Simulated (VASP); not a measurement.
Input of a VASP 6.6.1 run:

POSCAR

```
B4P3
1.0
    9.0403780000      0.0000000000      0.0000000000
    0.0000000000      4.5201890000      0.0000000000
    0.0000000000      0.0000000000      4.5201890000
B P
8 6
Direct
    0.0033630000      0.0352880000      0.0139560000
    0.4900900000      0.0016510000      0.9797070000
    0.2590000000      0.4963450000      0.0300050000
    0.7542320000      0.4836590000      0.0079330000
    0.2525970000      0.0305900000      0.4781730000
    0.7389300000      0.9841490000      0.5042060000
    0.9956020000      0.4915600000      0.4973970000
    0.4967690000      0.4659830000      0.5044250000
    0.1390580000      0.2191700000      0.2625120000
    0.8736590000      0.7327120000      0.2430680000
    0.3709300000      0.2651520000      0.7400540000
    0.8843470000      0.2623720000      0.7467540000
    0.1100950000      0.7508760000      0.7420340000
    0.6187490000      0.7432700000      0.7594960000
```

Contents of INCAR.step1:

```
SYSTEM = B4P3
PREC = Accurate ; ENCUT = 520
ISMEAR = -1 ; SIGMA = 0.05
LREAL = .False. ; LASPH = .True.
NELM = 80 ; NELECT = 52.0
NBANDS = 40 ; GGA = PE
ALGO = Normal ; EDIFF = 1E-4
LWAVE = .True. ; LCHARG = .False.
```

The input INCAR.step2:

```
SYSTEM = B4P3
PREC = Accurate ; ENCUT = 520
EDIFF = 1E-6 ; ISMEAR = -1
SIGMA = 0.05 ; LREAL = .False.
LASPH = .True. ; NELM = 80
ALGO = Normal ; ISIF = 2
LWAVE = .False. ; LCHARG = .False.
METAGGA = R2SCAN ; LMIXTAU = .True.
NELECT = 52.0 ; NBANDS = 40
ISTART = 1
```

KPOINTS

```
Automatic mesh
0
Gamma
  2 2 2
  0.5 0.5 0.5
```

Potentials or basis: VASP PAW PBE potentials, release 64 (B, P).

Command:

```console
$ cat potpaw_PBE.64/B/POTCAR potpaw_PBE.64/P/POTCAR > POTCAR
$ cp INCAR.step1 INCAR
$ mpirun -np 1 vasp_std > vasp.out
$ cp INCAR.step2 INCAR
$ mpirun -np 1 vasp_std > vasp.out
```

Task: Predict the largest force.

Result: 7.657 eV/Å.

Forces in eV/Å, atoms in the order of the input:
```
B   -0.721 -2.915 -1.698
B   -0.040 -0.325  0.134
B   -1.538  0.814 -1.834
B   -0.007  1.211 -1.704
B    1.892 -4.878  5.590
B    2.413  0.034  0.554
B    1.283  0.868 -0.417
B    1.836  1.865 -0.740
P   -3.004  5.479 -3.510
P   -1.022  1.629  0.780
P   -0.817 -1.491  1.453
P   -3.325 -1.934  0.702
P    3.464  0.745  1.092
P   -0.414 -1.101 -0.402
```

Caveat: the k points lie up to 0.70 Å⁻¹ apart; the cell carries a net charge on a neutralising background, which shifts energy and pressure; the PAW data sets were made with another functional, which shifts forces and pressure a little.
